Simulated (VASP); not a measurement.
# TiAl3 (I4/mmm) in VASP: further runs

The runs below take TiAl3 through single point, with PBE.

Program: VASP 6.6.1. These are calculated values, not measurements. Logs are shortened: lines on timing, memory, paths and dates and some standing lists are left out, and cuts for length are marked.

### Step 1. The cell of the first run

The structure is tetragonal, space group I4/mmm (No. 139). Conventional cell: a = 3.883 Å, b = 3.883 Å, c = 8.708 Å, α = 90.00°, β = 90.00°, γ = 90.00°. Ti (site symmetry 4/mmm) has 12 Al at 2.75 to 2.92 Å within 3.6 Å. Within 3.6 Å of Al (site symmetry 4/mmm) lie 4 Ti at 2.75 Å and 8 Al at 2.92 Å. Within 3.6 Å of Al (site symmetry -4m2) lie 8 Al at 2.75 to 2.92 Å and 4 Ti at 2.92 Å.

### Step 2. Single point, PBE (16.42 Å³/atom)

INCAR reads:

```
PREC = Accurate
ENCUT = 520
EDIFF = 1E-7
ISMEAR = 0
SIGMA = 0.1
LREAL = False
LASPH = True
NELM = 100
ALGO = Fast
ISIF = 2
LWAVE = False
LCHARG = False
GGA = PE
NBANDS = 18
```

KPOINTS reads:

```
Automatic mesh
0
Gamma
  16 16 16
```

POSCAR reads:

```
TiAl3
1.0
   -1.9417110380      1.9417110380      4.3540947488
    1.9417110380     -1.9417110380      4.3540947488
    1.9417110380      1.9417110380     -4.3540947488
Ti Al
1 3
Direct
    0.0000000000      0.0000000000      0.0000000000
    0.5000000000      0.5000000000      0.0000000000
    0.7500000000      0.2500000000      0.5000000000
    0.2500000000      0.7500000000      0.5000000000
```

Potentials or basis: VASP PAW PBE potentials, release 64 (Ti_sv, Al).

Command:

```bash
$ cat potpaw_PBE.64/Ti_sv/POTCAR potpaw_PBE.64/Al/POTCAR > POTCAR
$ mpirun -np 1 vasp_std > vasp.out
```

OUTCAR:

```text
PREC = Accurate
   ENCUT = 520
   EDIFF = 1E-7
   ISMEAR = 0
   LREAL = False
   LASPH = True
   NELM = 100
   ISIF = 2
   GGA = PE

 ion  position               nearest neighbor table
   1  0.000  0.000  0.000-   2 2.75   2 2.75   2 2.75   2 2.75   4 2.92   3 2.92   4 2.92   4 2.92
                             3 2.92   3 2.92   4 2.92   3 2.92
   2  0.500  0.500  0.000-   1 2.75   1 2.75   1 2.75   1 2.75   4 2.92   3 2.92   4 2.92   3 2.92
                             4 2.92   4 2.92   3 2.92   3 2.92
   3  0.750  0.250  0.500-   4 2.75   4 2.75   4 2.75   4 2.75   2 2.92   1 2.92   2 2.92   1 2.92
                             2 2.92   2 2.92   1 2.92   1 2.92
   4  0.250  0.750  0.500-   3 2.75   3 2.75   3 2.75   3 2.75   2 2.92   1 2.92   2 2.92   2 2.92
                             1 2.92   1 2.92   2 2.92   1 2.92

  LATTYP: Found a body centered tetragonal cell.
 ALAT       =     3.8834220760
 C/A-ratio  =     2.2424009874

  Lattice vectors:

 A1 = (  -1.9417110380,   1.9417110380,   4.3540947488)
 A2 = (   1.9417110380,  -1.9417110380,   4.3540947488)
 A3 = (   1.9417110380,   1.9417110380,  -4.3540947488)

Analysis of symmetry for initial positions (statically):
=====================================================================
 Subroutine PRICEL returns:
 Original cell was already a primitive cell.

 Routine SETGRP: Setting up the symmetry group for a
 body centered tetragonal supercell.

 Subroutine GETGRP returns: Found 16 space group operations
 (whereof 16 operations were pure point group operations)
 out of a pool of 16 trial point group operations.

The static configuration has the point symmetry D_4h.

Analysis of symmetry for dynamics (positions and initial velocities):
=====================================================================
 Subroutine PRICEL returns:
 Original cell was already a primitive cell.

 Routine SETGRP: Setting up the symmetry group for a
 body centered tetragonal supercell.

 Subroutine GETGRP returns: Found 16 space group operations
 (whereof 16 operations were pure point group operations)
 out of a pool of 16 trial point group operations.

The dynamic configuration has the point symmetry D_4h.

 Subroutine INISYM returns: Found 16 space group operations
 (whereof 16 operations are pure point group operations),
 and found     1 'primitive' translations

----------------------------------------------------------------------------------------

                                     Primitive cell

  volume of cell :      65.6640

  direct lattice vectors                    reciprocal lattice vectors
    -1.941711038  1.941711038  4.354094749     0.000000000  0.257504845  0.114834433
     1.941711038 -1.941711038  4.354094749     0.257504845  0.000000000  0.114834433
     1.941711038  1.941711038 -4.354094749     0.257504845  0.257504845  0.000000000

  length of vectors
     5.147681477  5.147681477  5.147681477     0.281949804  0.281949804  0.364166844

  position of ions in fractional coordinates (direct lattice)
     0.000000000  0.000000000  0.000000000
     0.500000000  0.500000000  0.000000000
     0.750000000  0.250000000  0.500000000
     0.250000000  0.750000000  0.500000000

  ion indices of the primitive-cell ions
   primitive index   ion index
                 1           1
                 2           2
                 3           3
                 4           4

----------------------------------------------------------------------------------------

 KPOINTS: Automatic mesh

Automatic generation of k-mesh.
 Grid dimensions read from file:
 generate k-points for:   16   16   16

 Generating k-lattice:

  Cartesian coordinates                     Fractional coordinates (reciprocal lattice)
     0.000000000  0.016094053  0.007177152     0.062500000  0.000000000 -0.000000000
     0.016094053  0.000000000  0.007177152     0.000000000  0.062500000 -0.000000000
     0.016094053  0.016094053  0.000000000     0.000000000  0.000000000  0.062500000

  Length of vectors
     0.017621863  0.017621863  0.022760428

  Shift w.r.t. Gamma in fractional coordinates (k-lattice)
     0.000000000  0.000000000  0.000000000

 Subroutine IBZKPT returns following result:
 ===========================================

 Found    349 irreducible k-points:

 Following reciprocal coordinates:
            Coordinates               Weight
  0.000000  0.000000  0.000000      1.000000
  0.062500  0.000000 -0.000000      8.000000
  0.125000  0.000000 -0.000000      8.000000
  0.187500  0.000000  0.000000      8.000000
  0.250000  0.000000 -0.000000      8.000000
  0.312500  0.000000 -0.000000      8.000000
[... 16 lines left out ...]
 -0.125000  0.062500  0.000000     16.000000
 -0.062500  0.062500  0.000000      4.000000
 [... further k-points ...]
   k-points           NKPTS =    349   k-points in BZ     NKDIM =    349   number of bands    NBANDS=     18
   number of dos      NEDOS =    301   number of ions     NIONS =      4
   total plane-waves  NPLWV =  64000
   dimension x,y,z NGX =    40 NGY =   40 NGZ =   40
   dimension x,y,z NGXF=    80 NGYF=   80 NGZF=   80
   ions per type =               1   3
   NGX,Y,Z   is equivalent  to a cutoff of  12.92, 12.92, 12.92 a.u.
   NGXF,Y,Z  is equivalent  to a cutoff of  25.84, 25.84, 25.84 a.u.
 SYSTEM =  unknown system
   PREC   = accura    normal or accurate (medium, high low for compatibility)
   ISTART =      0    job   : 0-new  1-cont  2-samecut
   ICHARG =      2    charge: 1-file 2-atom 10-const
   ISPIN  =      1    spin polarized calculation?
   LNONCOLLINEAR =      F non collinear calculations
   LSORBIT =      F    spin-orbit coupling
   LASPH  =      T    aspherical Exc in radial PAW
   ENCUT  =  520.0 eV  38.22 Ry    6.18 a.u.   9.57  9.57  9.57*2*pi/ulx,y,z
   NELM   =    100;   NELMIN=  2; NELMDL= -5     # of ELM steps
   EDIFF  = 0.1E-06   stopping-criterion for ELM
   LREAL  =      F    real-space projection
   EDIFFG = 0.1E-05   stopping-criterion for IOM
   NSW    =      0    number of steps for IOM
   IBRION =     -1    ionic relax: 0-MD 1-quasi-New 2-CG
   NFREE  =      0    steps in history (QN), initial steepest desc. (CG)
   ISIF   =      2    stress and relaxation
   ISYM   =      2    0-nonsym 1-usesym 2-fastsym
   POTIM  = 0.5000    time-step for ionic-motion
   TEBEG  =    0.0;   TEEND  =   0.0 temperature during run
   PSTRESS=    0.0 pullay stress
   NELECT =      21.0000    total number of electrons
   NUPDOWN=      -1.0000    fix difference up-down
   EMIN   =  10.00;   EMAX   =-10.00  energy-range for DOS
   EFERMI =   0.00;   METHOD = LEGACY
   ISMEAR =     0;   SIGMA  =   0.10  broadening in eV -4-tet -1-fermi 0-gaus
   EFERMI_NEDOS =   21; number of points for ismear=-14 and -15
   IALGO  =     68    algorithm
   IMIX   =      4    mixing-type and parameters
     AMIX     =   0.40;   BMIX     =  1.00
     AMIX_MAG =   1.60;   BMIX_MAG =  1.00
  volume/ion in A,a.u.               =      16.42       110.78
  Fermi-wavevector in a.u.,A,eV,Ry     =   1.119538  2.115620 17.053076  1.253366
  Thomas-Fermi vector in A             =   2.256178
   LORBIT       =      0    0 simple, 1 ext, 2 COOP (PROOUT), +10 PAW based schemes
   GGA     = PE    functional components
   LHFCALC =     F    Hartree Fock is set to
   AEXX    =    0.0000 exact exchange contribution
   IVDW    =     0    specifies the selected vdW correction
   LEPSILON=     F    determine dielectric tensor
   LRPA    =     F    only Hartree local field effects (RPA)
 non-spin polarized calculation
 RMM-DIIS sequential band-by-band and
 Gauss-broadening in eV      SIGMA  =   0.10
  energy-cutoff  :      520.00
  volume of cell :       65.66
 maximum number of plane-waves:      1786
   NGX = 19   NGY = 19   NGZ = 19

 number of electron      21.0000001 magnetization

 Free energy of the ion-electron system (eV)
  ---------------------------------------------------
  ext. energy  EPLUGINS =         0.00000000
  ---------------------------------------------------
  free energy    TOTEN  =       -20.64736917 eV

  energy without entropy =      -20.63837194  energy(sigma->0) =      -20.64287055

 E-fermi :   7.8820     XC(G=0): -10.6004

 val. band max:        7.8815292855   @ k =  -0.3750   0.5000   0.2500
 cond. band min:       7.8871791085   @ k =   0.3750   0.1875   0.0000
 fundamental gap:      0.0056498230
 Fermi energy:         7.8820461853

 k-point     1 :       0.0000    0.0000    0.0000
  band No.  band energies     occupation
      1     -48.7072      2.00000
      2     -25.0125      2.00000
      3     -25.0125      2.00000
      4     -24.9343      2.00000
      5      -1.9957      2.00000
      6       5.0437      2.00000
[... 10 lines left out ...]
     17      11.4825      0.00000
     18      11.4838      0.00000

 k-point     2 :       0.0625    0.0000   -0.0000
  band No.  band energies     occupation
      1     -48.7072      2.00000
      2     -25.0133      2.00000
      3     -25.0124      2.00000
      4     -24.9343      2.00000
      5      -1.9485      2.00000
      6       4.7973      2.00000
[... 10 lines left out ...]
     17      11.4976      0.00000
     18      11.7900      0.00000

 k-point     3 :       0.1250    0.0000   -0.0000
  band No.  band energies     occupation
      1     -48.7071      2.00000
      2     -25.0158      2.00000
      3     -25.0123      2.00000
      4     -24.9342      2.00000
      5      -1.8074      2.00000
      6       4.4770      2.00000
[... 10 lines left out ...]
     17      11.5639      0.00000
     18      12.5121      0.00000

 k-point     4 :       0.1875    0.0000    0.0000
  band No.  band energies     occupation
      1     -48.7069      2.00000
      2     -25.0194      2.00000
      3     -25.0120      2.00000
      4     -24.9340      2.00000
      5      -1.5740      2.00000
      6       4.1375      2.00000
[... 375 lines left out ...]
      4     -24.9339      2.00000
      5      -1.5731      2.00000
      6       4.4488      2.00000
[... 10 lines left out ...]
     17      11.8692      0.00000
     18      13.2381      0.00000

 k-point    23 :      -0.1250    0.0625    0.0000
  band No.  band energies     occupation
      1     -48.7071      2.00000
      2     -25.0157      2.00000
      3     -25.0131      2.00000
      4     -24.9341      2.00000
      5      -1.7912      2.00000
      6       4.8438      2.00000
[... 10 lines left out ...]
     17      11.7288      0.00000
     18      12.5361      0.00000

 k-point    24 :      -0.0625    0.0625    0.0000
  band No.  band energies     occupation
      1     -48.7072      2.00000
      2     -25.0133      2.00000
      3     -25.0132      2.00000
      4     -24.9342      2.00000
      5      -1.9168      2.00000
      6       5.1100      2.00000
[... 10 lines left out ...]
     17      11.6214      0.00000
     18      11.9069      0.00000

 [... further k-points ...]

------------------------ aborting loop because EDIFF is reached ----------------------------------------

  FORCE on cell =-STRESS in cart. coord.  units (eV):
  Direction    XX          YY          ZZ          XY          YZ          ZX
  --------------------------------------------------------------------------------------
  -------------------------------------------------------------------------------------
  Total       -1.2385353     -1.2385353     -1.1794046      0.0000000     -0.0000000      0.0000000
  in kB      -30.2198216    -30.2198216    -28.7770542      0.0000000     -0.0000000      0.0000000
  external PRESSURE =     -29.7388991 kB  Pullay stress =       0.0000000 kB

 VOLUME and BASIS-vectors are now :
 -----------------------------------------------------------------------------
  energy-cutoff  :      520.00
  volume of cell :       65.66
      direct lattice vectors                 reciprocal lattice vectors
    -1.941711038  1.941711038  4.354094749     0.000000000  0.257504845  0.114834433
     1.941711038 -1.941711038  4.354094749     0.257504845  0.000000000  0.114834433
     1.941711038  1.941711038 -4.354094749     0.257504845  0.257504845  0.000000000

 POSITION                                       TOTAL-FORCE (eV/Angst)
 -----------------------------------------------------------------------------------
      0.00000      0.00000      0.00000         0.000000     -0.000000      0.000000
      0.00000      0.00000      4.35409         0.000000     -0.000000      0.000000
      0.00000      1.94171      2.17705         0.000000      0.000000     -0.000000
      1.94171      0.00000      2.17705        -0.000000     -0.000000     -0.000000
 -----------------------------------------------------------------------------------
    total drift:                               -0.000000     -0.000000     -0.000000

  FREE ENERGIE OF THE ION-ELECTRON SYSTEM (eV)
  ---------------------------------------------------
  free  energy   TOTEN  =       -20.6473691702 eV

  energy  without entropy=      -20.6383719359  energy(sigma->0) =      -20.64287055
```

Run time: 22 min. Hardware: 1 thread of AMD EPYC 9R45 (Zen 5), shared host; peak memory 0.51 GiB.

What came out:

| Property | Result |
| --- | --- |
| Free energy | -20.6474 eV |
| Pressure | -3.0 GPa |
| Band gap on the k mesh | zero (an odd number of electrons rules out a gap without spin polarisation) |

### Step 3. Single point, PBE (16.89 Å³/atom)

This run uses another cell than the first one, of 16.89 Å³/atom.

INCAR reads:

```
PREC = Accurate
ENCUT = 520
EDIFF = 1E-7
ISMEAR = 0
SIGMA = 0.1
LREAL = False
LASPH = True
NELM = 80
ALGO = Fast
ISIF = 2
LWAVE = False
LCHARG = True
GGA = PE
LELF = True
LVHAR = True
NBANDS = 18
```

KPOINTS is that of step 2.

POSCAR reads:

```
TiAl3
1.0
   -1.9591330949      1.9591330949      4.4015722268
    1.9591330949     -1.9591330949      4.4015722268
    1.9591330949      1.9591330949     -4.4015722268
Ti Al
1 3
Direct
    0.0000000000      0.0000000000      0.0000000000
    0.5000000000      0.5000000000      0.0000000000
    0.7500000000      0.2500000000      0.5000000000
    0.2500000000      0.7500000000      0.5000000000
```

Potentials or basis: VASP PAW PBE potentials, release 64 (Ti_sv, Al).

Command:

```bash
$ cat potpaw_PBE.64/Ti_sv/POTCAR potpaw_PBE.64/Al/POTCAR > POTCAR
$ mpirun -np 1 vasp_std > vasp.out
```

Run time: 22 min. Hardware: 1 thread of AMD EPYC 9R45 (Zen 5), shared host; peak memory 0.52 GiB.

The run converged. Its results:

| Item | Value |
| --- | --- |
| Free energy | -20.5968 eV |
| Pressure | -5.5 GPa |
| Band gap on the k mesh | zero (an odd number of electrons rules out a gap without spin polarisation) |

Levels at points of the mesh, in eV from the Fermi level:
```
           k point  band 8  band 9  band 10  band 11  band 12  band 13  band 14  band 15
(0.00, 0.00, 0.00)   -1.26   -1.15    -1.15     0.77     1.61     1.61     1.99     2.23
(0.50, 0.00, 0.00)   -2.98   -1.00    -0.23     0.47     1.64     1.98     2.49     3.01
(0.50, 0.50, 0.00)   -3.58   -2.63    -2.17    -0.92     1.59     1.77     2.55     2.58
(0.50, 0.50, 0.50)   -0.93   -0.93    -0.21     0.67     0.67     0.86     2.93     4.13
```

Caveat: the cell stands under tension.

### Step 4. Single point, PBE (17.53 Å³/atom)

This run uses another cell than the first one, of 17.53 Å³/atom.

INCAR reads:

```
SYSTEM = TiAl3
PREC = Accurate
ENCUT = 520
EDIFF = 1E-6
ISMEAR = 0
SIGMA = 0.1
LREAL = .FALSE.
LASPH = .TRUE.
NELM = 100
ALGO = Fast
ISIF = 2
LWAVE = .FALSE.
LCHARG = .TRUE.
GGA = PE
LELF = .TRUE.
LVHAR = .TRUE.
NBANDS = 18
```

KPOINTS reads:

```
Automatic mesh
0
G
  16 16 16
  0 0 0
```

POSCAR reads:

```
TiAl3
1.0
   -1.9817955052      1.9817955052      4.4638013232
    1.9817955052     -1.9817955052      4.4638013232
    1.9817955052      1.9817955052     -4.4638013232
Ti Al
1 3
Direct
    0.0000000000      0.0000000000      0.0000000000
    0.5000000000      0.5000000000      0.0000000000
    0.7500000000      0.2500000000      0.5000000000
    0.2500000000      0.7500000000      0.5000000000
```

Command:

```bash
$ cat potpaw_PBE.64/Ti_sv/POTCAR potpaw_PBE.64/Al/POTCAR > POTCAR
$ mpirun -np 1 vasp_std > vasp.out
```

It took 18 min on 1 thread of AMD EPYC 9R45 (Zen 5), shared host; peak memory 0.53 GiB.

Results (log left out):

| Quantity | Value |
| --- | --- |
| Free energy | -20.4866 eV |
| Pressure | -8.3 GPa |
| Band gap on the k mesh | zero (an odd number of electrons rules out a gap without spin polarisation) |

Stress tensor (GPa, compression positive):
```
-8.29  0.00  0.00
 0.00 -8.29  0.00
 0.00  0.00 -8.41
```

Levels at points of the mesh, in eV from the Fermi level:
| k point | band 8 | band 9 | band 10 | band 11 | band 12 | band 13 | band 14 | band 15 |
| --- | --- | --- | --- | --- | --- | --- | --- | --- |
| (0.00, 0.00, 0.00) | -1.19 | -1.10 | -1.10 | 0.74 | 1.56 | 1.56 | 1.78 | 2.23 |
| (0.50, 0.00, 0.00) | -2.98 | -0.96 | -0.22 | 0.46 | 1.56 | 1.95 | 2.38 | 2.93 |
| (0.50, 0.50, 0.00) | -3.48 | -2.58 | -2.15 | -0.88 | 1.51 | 1.68 | 2.46 | 2.49 |
| (0.50, 0.50, 0.50) | -0.91 | -0.91 | -0.19 | 0.65 | 0.65 | 0.83 | 2.86 | 3.84 |

Caveat: the cell stands under tension.

### Step 5. Summary

| cell | further INCAR settings | gap on the mesh (eV) | pressure (GPa) |
| --- | --- | --- | --- |
| a = 5.148 Å, angles 135.7, 135.7, 64.5°, 4 atoms | ALGO = Fast; EDIFF = 1e-07; NBANDS = 18 | none | -3.0 |
| a = 5.201 Å, angles 135.7, 135.7, 64.4°, 4 atoms | ALGO = Fast; EDIFF = 1e-07; NBANDS = 18 | none | -5.5 |
| a = 5.271 Å, angles 135.8, 135.8, 64.2°, 4 atoms | ALGO = Fast; EDIFF = 1e-06; NBANDS = 18 | none | -8.3 |

Alike in all rows: task single point; level PBE; potentials or basis VASP PAW PBE potentials, release 64 (Ti_sv, Al); no spin polarisation; k mesh 16 × 16 × 16; cutoff (eV) 520; smearing gaussian 0.1 eV.

Caveats: the cell stands under tension (at least some runs).

Total energies depend on the potentials used, so only differences within one code and one set of settings carry meaning.
